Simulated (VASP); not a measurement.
Here is a VASP 6.6.1 calculation.

Contents of INCAR:

```
  PREC = Accurate
  ENCUT = 500
  EDIFF = 1E-6
  ISMEAR = -1
  SIGMA = 0.1
  LREAL = False
  LASPH = True
  NELM = 120
  ALGO = Normal
  ISIF = 2
  LWAVE = False
  LCHARG = True
  GGA = PE
  LELF = True
  LVHAR = True
  NBANDS = 12
  GGA_COMPAT = False
```

The input KPOINTS:

```
regular mesh
0
Gamma
  15 15 15
```

Contents of POSCAR:

```
Ag
1.0
   -1.6063951121      1.6063951121      1.6063951121
    1.6063951121     -1.6063951121      1.6063951121
    1.6063951121      1.6063951121     -1.6063951121
Ag
1
Direct
    0.0000000000      0.0000000000      0.0000000000
```

Potentials or basis: VASP PAW PBE potentials, release 64 (Ag).

The run is started by

```console
$ cat potpaw_PBE.64/Ag/POTCAR > POTCAR
$ mpirun -np 1 vasp_std > vasp.out
```

(1) Predict the pressure.

Answers

(1) 8.9 GPa.
